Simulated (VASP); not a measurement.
Input of a VASP 6.6.1 run:

Contents of INCAR:

```
ALGO = Normal
EDIFF = 1E-6
ENCUT = 520
ISIF = 2
ISMEAR = -1
LASPH = True
LCHARG = True
LELF = True
LREAL = False
LVHAR = True
LWAVE = False
NBANDS = 13
NELM = 80
PREC = Accurate
SIGMA = 0.15
```

KPOINTS

```
k-points
0
Gamma
  8 8 8
```

Contents of POSCAR:

```
W
1.0
    0.0000000000      2.0300000000      2.0300000000
    2.0300000000      0.0000000000      2.0300000000
    2.0300000000      2.0300000000      0.0000000000
W
1
Direct
    0.0000000000      0.0000000000      0.0000000000
```

Potentials or basis: VASP PAW LDA potentials, release 64 (W_sv).

Command:

```sh
$ cat potpaw_LDA.64/W_sv/POTCAR > POTCAR
$ mpirun -np 1 vasp_std > vasp.out
```

(1) Predict the pressure.

(2) Estimate the band gap on the k mesh.

## Answers

(1) -15.9 GPa.

(2) zero (band 7 reaches 13.17 eV, above the bottom of band 8 at 9.52 eV).

Caveat: spin-orbit coupling is left out, which moves the levels of the heavy elements.
